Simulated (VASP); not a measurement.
# ZrC (Fm-3m) in VASP: notebook

The runs below take ZrC through relaxation of cell and atoms, single point, with RPBE+D3(BJ), BLYP+D3(BJ), BLYP, PBE0+D4.

Everything below comes from runs of VASP 6.6.1. Logs are shortened: lines on timing, memory, paths and dates and some standing lists are left out, and cuts for length are marked.

### Step 1. The cell of the first run

The structure is cubic, space group Fm-3m (No. 225). The conventional cell has a = 4.730 Å, b = 4.730 Å, c = 4.730 Å, α = 90.00°, β = 90.00°, γ = 90.00°. Within 3.1 Å of Zr (site symmetry m-3m) lie 6 C at 2.37 Å. C (site symmetry m-3m) has 6 Zr at 2.37 Å within 3.1 Å.

### Step 2. Relaxation of cell and atoms, RPBE+D3(BJ)

INCAR

```
PREC = Accurate ; ENCUT = 600
EDIFF = 1E-7 ; ISMEAR = -1
SIGMA = 0.05 ; LREAL = F
LASPH = T ; NELM = 120
ALGO = Normal ; ISIF = 3
LWAVE = F ; LCHARG = F
GGA = RP ; IVDW = 12
IBRION = 2 ; NSW = 60
EDIFFG = -0.01 ; GGA_COMPAT = F
NELMIN = 4
```

KPOINTS

```
regular mesh
0
Gamma
  10 10 10
```

POSCAR

```
ZrC
1.0
    0.0000000000      2.3650000000      2.3650000000
    2.3650000000      0.0000000000      2.3650000000
    2.3650000000      2.3650000000      0.0000000000
Zr C
1 1
Direct
    0.5000000000      0.5000000000      0.5000000000
    0.0000000000      0.0000000000      0.0000000000
```

Potentials or basis: VASP PAW PBE potentials, release 64 (Zr_sv, C).

Command:

```bash
cat potpaw_PBE.64/Zr_sv/POTCAR potpaw_PBE.64/C/POTCAR > POTCAR
mpirun -np 1 vasp_std > vasp.out
```

OUTCAR:

```text
PREC = Accurate
   ENCUT = 600
   EDIFF = 1E-7
   ISMEAR = -1
   LREAL = F
   LASPH = T
   NELM = 120
   ISIF = 3
   GGA = RP
   IVDW = 12
   IBRION = 2
   NSW = 60
   EDIFFG = -0.01
   NELMIN = 4
 IVDW          = 12

 ion  position               nearest neighbor table
   1  0.500  0.500  0.500-   2 2.37   2 2.37   2 2.37   2 2.37   2 2.37   2 2.37
   2  0.000  0.000  0.000-   1 2.37   1 2.37   1 2.37   1 2.37   1 2.37   1 2.37

  LATTYP: Found a face centered cubic cell.
 ALAT       =     4.7300000000

  Lattice vectors:

 A1 = (   0.0000000000,   2.3650000000,   2.3650000000)
 A2 = (   2.3650000000,   0.0000000000,   2.3650000000)
 A3 = (   2.3650000000,   2.3650000000,   0.0000000000)

Analysis of symmetry for initial positions (statically):
=====================================================================
 Subroutine PRICEL returns:
 Original cell was already a primitive cell.

 Routine SETGRP: Setting up the symmetry group for a
 face centered cubic supercell.

 Subroutine GETGRP returns: Found 48 space group operations
 (whereof 48 operations were pure point group operations)
 out of a pool of 48 trial point group operations.

The static configuration has the point symmetry O_h .

Analysis of symmetry for dynamics (positions and initial velocities):
=====================================================================
 Subroutine PRICEL returns:
 Original cell was already a primitive cell.

 Routine SETGRP: Setting up the symmetry group for a
 face centered cubic supercell.

 Subroutine GETGRP returns: Found 48 space group operations
 (whereof 48 operations were pure point group operations)
 out of a pool of 48 trial point group operations.

The dynamic configuration has the point symmetry O_h .

 Subroutine INISYM returns: Found 48 space group operations
 (whereof 48 operations are pure point group operations),
 and found     1 'primitive' translations

----------------------------------------------------------------------------------------

                                     Primitive cell

  volume of cell :      26.4560

  direct lattice vectors                    reciprocal lattice vectors
     0.000000000  2.365000000  2.365000000    -0.211416490  0.211416490  0.211416490
     2.365000000  0.000000000  2.365000000     0.211416490 -0.211416490  0.211416490
     2.365000000  2.365000000  0.000000000     0.211416490  0.211416490 -0.211416490

  length of vectors
     3.344615075  3.344615075  3.344615075     0.366184103  0.366184103  0.366184103

  position of ions in fractional coordinates (direct lattice)
     0.500000000  0.500000000  0.500000000
[... 69 lines left out ...]
   PREC   = accura    normal or accurate (medium, high low for compatibility)
   ISTART =      0    job   : 0-new  1-cont  2-samecut
   ICHARG =      2    charge: 1-file 2-atom 10-const
   ISPIN  =      1    spin polarized calculation?
   LNONCOLLINEAR =      F non collinear calculations
   LSORBIT =      F    spin-orbit coupling
   LASPH  =      T    aspherical Exc in radial PAW
   ENCUT  =  600.0 eV  44.10 Ry    6.64 a.u.   6.68  6.68  6.68*2*pi/ulx,y,z
   NELM   =    120;   NELMIN=  4; NELMDL= -5     # of ELM steps
   EDIFF  = 0.1E-06   stopping-criterion for ELM
   LREAL  =      F    real-space projection
   EDIFFG = -.1E-01   stopping-criterion for IOM
   NSW    =     60    number of steps for IOM
   IBRION =      2    ionic relax: 0-MD 1-quasi-New 2-CG
   NFREE  =      1    steps in history (QN), initial steepest desc. (CG)
   ISIF   =      3    stress and relaxation
   ISYM   =      2    0-nonsym 1-usesym 2-fastsym
   POTIM  = 0.5000    time-step for ionic-motion
   TEBEG  =    0.0;   TEEND  =   0.0 temperature during run
   PSTRESS=    0.0 pullay stress
   NELECT =      16.0000    total number of electrons
   NUPDOWN=      -1.0000    fix difference up-down
   EMIN   =  10.00;   EMAX   =-10.00  energy-range for DOS
   EFERMI =   0.00;   METHOD = LEGACY
   ISMEAR =    -1;   SIGMA  =   0.05  broadening in eV -4-tet -1-fermi 0-gaus
   EFERMI_NEDOS =   21; number of points for ismear=-14 and -15
   IALGO  =     38    algorithm
   IMIX   =      4    mixing-type and parameters
     AMIX     =   0.40;   BMIX     =  1.00
     AMIX_MAG =   1.60;   BMIX_MAG =  1.00
  volume/ion in A,a.u.               =      13.23        89.27
  Fermi-wavevector in a.u.,A,eV,Ry     =   1.384439  2.616209 26.077880  1.916670
  Thomas-Fermi vector in A             =   2.508943
   LORBIT       =      0    0 simple, 1 ext, 2 COOP (PROOUT), +10 PAW based schemes
   GGA     = RP    functional components
   LHFCALC =     F    Hartree Fock is set to
   AEXX    =    0.0000 exact exchange contribution
   IVDW    =    12    specifies the selected vdW correction
   LEPSILON=     F    determine dielectric tensor
   LRPA    =     F    only Hartree local field effects (RPA)
 conjugate gradient relaxation of ions
 non-spin polarized calculation
  energy-cutoff  :      600.00
  volume of cell :       26.46
 maximum number of plane-waves:       903
   NGX = 13   NGY = 13   NGZ = 13

--------------------------------------- Ionic step        1  -------------------------------------------

 number of electron      16.0000000 magnetization

 Free energy of the ion-electron system (eV)
  ---------------------------------------------------
  ext. energy  EPLUGINS =         0.00000000
  ---------------------------------------------------
  free energy    TOTEN  =       -18.55753550 eV

  energy without entropy =      -18.55498853  energy(sigma->0) =      -18.55626202

 E-fermi :   9.5043     XC(G=0): -11.9657

 val. band max:        9.4306926338   @ k =   0.1000   0.0000   0.0000
 cond. band min:       9.5306074819   @ k =   0.5000   0.5000   0.0000
 fundamental gap:      0.0999148482
 Fermi energy:         9.5043092115

 k-point     1 :       0.0000    0.0000    0.0000
  band No.  band energies     occupation
      1     -38.7240      2.00000
      2     -16.4442      2.00000
      3     -16.4442      2.00000
      4     -16.4442      2.00000
      5      -1.7969      2.00000
      6      10.4239      0.00000
      7      10.4239      0.00000
      8      10.4239      0.00000
      9      10.5961      0.00000
     10      10.5961      0.00000
     11      10.5961      0.00000
     12      12.2431      0.00000
[... 504 lines left out ...]
--------------------------------------- Ionic step        5  -------------------------------------------

 number of electron      16.0000000 magnetization

 Free energy of the ion-electron system (eV)
  ---------------------------------------------------
  ext. energy  EPLUGINS =         0.00000000
  ---------------------------------------------------
  free energy    TOTEN  =       -18.14291671 eV

  energy without entropy =      -18.14067871  energy(sigma->0) =      -18.14179771

 E-fermi :  11.2510     XC(G=0): -12.7005

 val. band max:       11.2440362071   @ k =   0.4000   0.4000   0.0000
 cond. band min:      11.2664096059   @ k =   0.1000   0.1000   0.0000
 fundamental gap:      0.0223733987
 Fermi energy:        11.2509715351

 k-point     1 :       0.0000    0.0000    0.0000
  band No.  band energies     occupation
      1     -36.4575      2.00000
      2     -14.0534      2.00000
      3     -14.0534      2.00000
      4     -14.0534      2.00000
      5      -0.5535      2.00000
      6      12.1804      0.00000
      7      12.1804      0.00000
      8      12.1804      0.00000
      9      12.3479      0.00000
     10      12.3479      0.00000
     11      12.3479      0.00000
     12      14.3856      0.00000
[... 378 lines left out ...]
  FREE ENERGIE OF THE ION-ELECTRON SYSTEM (eV)
  ---------------------------------------------------
  free  energy   TOTEN  =       -23.5757825528 eV

  energy  without entropy=      -23.5735445498  energy(sigma->0) =      -23.57466355

 reached required accuracy - stopping structural energy minimisation
```

It took 41 s on 1 thread of Intel Xeon 6975P-C (Granite Rapids), shared host; peak memory 0.19 GiB.

What came out:

| Quantity | Value |
| --- | --- |
| Free energy | -23.5758 eV |
| Relaxed volume | 11.45 Å³/atom |
| Relaxed cell | a = 3.188 Å, b = 3.188 Å, c = 3.188 Å, α = 60.00°, β = 60.00°, γ = 60.00° |
| Space group after relaxing (to 0.1 Å) | Fm-3m (No. 225) |
| Pressure after relaxing | 0.0 GPa |
| Band gap on the k mesh | zero (bands 8 and 9 overlap by 1.33 eV) |
| Dispersion energy per atom | -2.716 eV |

Final structure:
```xyz
2
Lattice="0.0000 2.2541 2.2541 2.2541 0.0000 2.2541 2.2541 2.2541 0.0000" Properties=species:S:1:pos:R:3 pbc="T T T"
Zr    2.2541    2.2541    2.2541
C     0.0000    0.0000    0.0000
```

Caveat: the PAW data sets were made with another functional, which shifts forces and pressure a little.

### Step 3. Relaxation of cell and atoms, BLYP+D3(BJ)

INCAR

```
SYSTEM = ZrC
  PREC = Accurate
  ENCUT = 600
  EDIFF = 1E-7
  ISMEAR = -1
  SIGMA = 0.05
  LREAL = .FALSE.
  LASPH = .TRUE.
  NELM = 120
  ALGO = Normal
  ISIF = 3
  LWAVE = .FALSE.
  LCHARG = .FALSE.
  GGA = B5
  ALDAX = 1.0
  AGGAX = 1.0
  AGGAC = 1.0
  ALDAC = 0.0
  IVDW = 12
  VDW_S6 = 1.0
  VDW_S8 = 2.6996
  VDW_A1 = 0.4298
  VDW_A2 = 4.2359
  IBRION = 2
  NSW = 60
  EDIFFG = -0.01
  GGA_COMPAT = .FALSE.
  NELMIN = 4
```

KPOINTS

```
regular mesh
0
G
  10 10 10
  0 0 0
```

POSCAR is that of step 2.

Potentials or basis: VASP PAW PBE potentials, release 64 (Zr_sv, C).

Command:

```bash
cat potpaw_PBE.64/Zr_sv/POTCAR potpaw_PBE.64/C/POTCAR > POTCAR
mpirun -np 1 vasp_std > vasp.out
```

Wall time 45 s (1 thread of Intel Xeon 6975P-C (Granite Rapids), shared host); peak memory 0.18 GiB.

Results (log left out):

| Property | Result |
| --- | --- |
| Free energy | -19.5374 eV |
| Relaxed volume | 12.81 Å³/atom |
| Relaxed cell | a = 3.309 Å, b = 3.309 Å, c = 3.309 Å, α = 60.00°, β = 60.00°, γ = 60.00° |
| Space group after relaxing (to 0.1 Å) | Fm-3m (No. 225) |
| Energy gained by relaxing | 9.3 meV/atom |
| Ionic steps | 3 |
| Pressure after relaxing | -0.1 GPa |
| Band gap on the k mesh | zero (bands 8 and 9 overlap by 1.22 eV) |
| Dispersion energy per atom | -0.945 eV |

The path:
| step | energy change (eV) | largest force (eV/Å) | pressure (GPa) | volume (Å³) |
| --- | --- | --- | --- | --- |
| 1 | 0.0000 | 0.0000 | -6.89 | 26.46 |
| 2 | 0.0310 | 0.0000 | 12.98 | 24.34 |
| 3 | -0.0186 | 0.0000 | -0.11 | 25.63 |

Final structure:
```yaml
crystal:
  lattice:
    - [0.00000, 2.34006, 2.34006]
    - [2.34006, 0.00000, 2.34006]
    - [2.34006, 2.34006, 0.00000]
  atoms:
    - { symbol: Zr, position: [0.50000, 0.50000, 0.50000] }
    - { symbol: C, position: [0.00000, 0.00000, 0.00000] }
```

Levels at points of the mesh, in eV from the Fermi level:
```csv
k point,band 4,band 5,band 6,band 7,band 8,band 9,band 10,band 11,band 12
"(0.00, 0.00, 0.00)",-25.89,-11.25,0.89,0.89,0.89,1.09,1.09,1.09,2.80
"(0.50, 0.00, 0.00)",-25.97,-8.21,-5.21,-2.99,-2.99,4.45,4.45,5.32,6.95
"(0.50, 0.50, 0.00)",-26.18,-10.19,-1.93,-1.68,0.07,0.07,4.41,5.60,5.60
```

Caveat: the PAW data sets were made with another functional, which shifts forces and pressure a little.

### Step 4. Single point, BLYP, non-collinear spin, zero start, spin-orbit coupling (10.58 Å³/atom)

This run uses another cell than the first one, of 10.58 Å³/atom.

INCAR

```
PREC = Accurate
ENCUT = 600
EDIFF = 1E-6
ISMEAR = 1
SIGMA = 0.01
LREAL = False
LASPH = True
NELM = 200
ALGO = Normal
ISIF = 2
LWAVE = False
LCHARG = False
LNONCOLLINEAR = True
MAGMOM = 0 0 0 0 0 0
LORBIT = 11
LSORBIT = True
GGA_COMPAT = False
LORBMOM = True
LMAXMIX = 4
GGA = B5
ALDAX = 1.0
AGGAX = 1.0
AGGAC = 1.0
ALDAC = 0.0
NBANDS = 28
```

KPOINTS

```
Automatic mesh
0
Gamma
  10 10 10
```

POSCAR

```
ZrC
1.0
    0.0000000000      2.1954715200      2.1954715200
    2.1954715200      0.0000000000      2.1954715200
    2.1954715200      2.1954715200      0.0000000000
Zr C
1 1
Direct
    0.5000000000      0.5000000000      0.5000000000
    0.0000000000      0.0000000000      0.0000000000
```

Command:

```bash
cat potpaw_PBE.64/Zr_sv/POTCAR potpaw_PBE.64/C/POTCAR > POTCAR
mpirun -np 1 vasp_ncl > vasp.out
```

It took 1.8 min on 1 thread of Intel Xeon Platinum 8375C at 2.90GHz (Ice Lake), shared host; peak memory 0.27 GiB.

The run converged. Its results:

```
Free energy                                           : -16.5305 eV
Pressure                                              : 82.4 GPa
Net moment                                            : 0.00 μB per cell
Valence electrons inside the program's atomic spheres : Zr 10.30; C 2.56
```

Moments on the atoms (μB; x, y, z):
```
Zr  0.00 0.00 0.00
C   0.00 0.00 0.00
```

Caveat: the cell stands under pressure; the PAW data sets were made with another functional, which shifts forces and pressure a little.

### Step 5. Single point, PBE0+D4

POSCAR

```
ZrC
1.0
    0.0000000000      2.3650000000      2.3650000000
    2.3650000000      0.0000000000      2.3650000000
    2.3650000000      2.3650000000      0.0000000000
Zr C
1 1
Direct
    0.5000000000      0.5000000000      0.5000000000
    0.0000000000      0.0000000000      0.0000000000
```

INCAR.step1

```
SYSTEM = ZrC
PREC = Accurate ; ENCUT = 520
EDIFF = 1E-5 ; ISMEAR = -1
SIGMA = 0.1 ; LREAL = .False.
LASPH = .True. ; NELM = 120
ALGO = Normal ; ISIF = 2
LWAVE = .True. ; LCHARG = .False.
GGA = PE ; NBANDS = 15
GGA_COMPAT = .False.
```

INCAR.step2

```
SYSTEM = ZrC
PREC = Accurate ; ENCUT = 520
EDIFF = 1E-6 ; ISMEAR = -1
SIGMA = 0.1 ; LREAL = .False.
LASPH = .True. ; NELM = 120
ALGO = Normal ; ISIF = 2
LWAVE = .False. ; LCHARG = .False.
GGA = PE ; LHFCALC = .True.
AEXX = 0.25 ; PRECFOCK = Normal
IVDW = 13 ; ISTART = 1
NBANDS = 15 ; GGA_COMPAT = .False.
```

KPOINTS

```
Automatic mesh
0
Gamma
  5 5 5
  0 0 0
```

Command:

```bash
cat potpaw_PBE.64/Zr_sv/POTCAR potpaw_PBE.64/C/POTCAR > POTCAR
cp INCAR.step1 INCAR
mpirun -np 1 vasp_std > vasp.out
cp INCAR.step2 INCAR
mpirun -np 1 vasp_std > vasp.out
```

It took 11 min on 1 thread of Intel Xeon Platinum 8375C at 2.90GHz (Ice Lake), shared host; peak memory 0.16 GiB.

The run converged. Its results:

```yaml
Free_energy: -24.3524 eV
Pressure: -8.1 GPa
Band_gap_on_the_k_mesh: zero (bands 8 and 9 overlap by 1.75 eV)
Dispersion_energy_per_atom: -0.232 eV
```

Levels at points of the mesh, in eV from the Fermi level:
```
           k point  band 6  band 7  band 8  band 9  band 10  band 11
(0.00, 0.00, 0.00)    1.63    1.63    1.63    2.34     2.34     2.34
```

Caveat: the k points lie up to 0.46 Å⁻¹ apart, too coarse for converged energies and pressures of a metal; the PAW data sets were made with another functional, which shifts forces and pressure a little.

### Step 6. The runs side by side

| task | level | spin | cell | k mesh | cutoff (eV) | smearing | grid for exact exchange (PRECFOCK) | share of exact exchange | gap on the mesh (eV) | pressure (GPa) | relaxed volume (Å³/atom) |
| --- | --- | --- | --- | --- | --- | --- | --- | --- | --- | --- | --- |
| relaxation of cell and atoms | RPBE+D3(BJ) | off | relaxed from a = 3.345 Å, angles 60.0°, 2 atoms | 10 × 10 × 10 | 600 | fermi-dirac 0.05 eV | - | - | none | 0.0 | 11.45 |
| relaxation of cell and atoms | BLYP+D3(BJ) | off | relaxed from a = 3.345 Å, angles 60.0°, 2 atoms | 10 × 10 × 10 | 600 | fermi-dirac 0.05 eV | - | - | none | -0.1 | 12.81 |
| single point | BLYP | non-collinear, zero start, SOC | a = 3.105 Å, angles 60.0°, 2 atoms | 10 × 10 × 10 | 600 | methfessel-paxton 0.01 eV | - | - | - | 82.4 | - |
| single point | PBE0+D4 | off | a = 3.345 Å, angles 60.0°, 2 atoms | 5 × 5 × 5 | 520 | fermi-dirac 0.1 eV | Normal | 0.25 | none | -8.1 | - |

Alike in all rows: potentials or basis VASP PAW PBE potentials, release 64 (Zr_sv, C).

Caveats: some runs use coarse meshes; the PAW data sets were made with another functional, which shifts forces and pressure a little; the cell stands under pressure (at least some runs).

Absolute energies hang on the potentials; compare differences alone.
